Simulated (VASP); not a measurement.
Write the native input for VASP 6.6.1 that does the following.

| Property | Result |
| --- | --- |
| Task | single point |
| Functional | r2SCAN |
| Potentials or basis | VASP PAW PBE potentials, release 64 (Ag, I) |
| Cutoff | 550 eV |
| k mesh | 8 × 8 × 8 |
| Occupations | gaussian, width 0.01 eV |
| Spin | no spin polarisation |
| Dipole correction | no |
| Further INCAR settings | ALGO = Normal; EDIFF = 1e-06; NBANDS = 16 |

Crystal: AgI.

```
CELL_PARAMETERS angstrom
0.00000 3.01658 3.01658
3.01658 0.00000 3.01658
3.01658 3.01658 0.00000
ATOMIC_POSITIONS crystal
Ag 0.00000 0.00000 0.00000
I 0.75000 0.75000 0.75000
```

These files were run (other wordings do the same):

POSCAR

```
AgI
1.0
    0.0000000000      3.0165848522      3.0165848522
    3.0165848522      0.0000000000      3.0165848522
    3.0165848522      3.0165848522      0.0000000000
Ag I
1 1
Direct
    0.0000000000      0.0000000000      0.0000000000
    0.7500000000      0.7500000000      0.7500000000
```

INCAR.step1

```
SYSTEM = AgI
PREC = Accurate ; ENCUT = 550
ISMEAR = 0 ; SIGMA = 0.01
LREAL = .False. ; LASPH = .True.
NELM = 120 ; NBANDS = 16
GGA = PE ; ALGO = Normal
EDIFF = 1E-5 ; LWAVE = .True.
LCHARG = .False. ; GGA_COMPAT = .False.
```

INCAR.step2

```
SYSTEM = AgI
PREC = Accurate ; ENCUT = 550
EDIFF = 1E-6 ; ISMEAR = 0
SIGMA = 0.01 ; LREAL = .False.
LASPH = .True. ; NELM = 120
ALGO = Normal ; ISIF = 2
LWAVE = .False. ; LCHARG = .False.
METAGGA = R2SCAN ; LMIXTAU = .True.
NBANDS = 16 ; ISTART = 1
GGA_COMPAT = .False.
```

KPOINTS

```
Automatic mesh
0
Gamma
  8 8 8
  0 0 0
```

Potentials or basis: VASP PAW PBE potentials, release 64 (Ag, I).

Command:

```console
$ cat potpaw_PBE.64/Ag/POTCAR potpaw_PBE.64/I/POTCAR > POTCAR
$ cp INCAR.step1 INCAR
$ mpirun -np 1 vasp_std > vasp.out
$ cp INCAR.step2 INCAR
$ mpirun -np 1 vasp_std > vasp.out
```

Results of the run:

The pressure is 14.7 GPa. The band gap on the k mesh is 1.83 eV.

Caveat: the cell stands under pressure; the PAW data sets were made with another functional, which shifts forces and pressure a little; spin-orbit coupling is left out, which moves the levels of the heavy elements.

Wall time 68 s on 1 thread of Intel(R) Xeon(R) 6975P-C (Granite Rapids), on a shared host, peak memory 0.22 GiB.
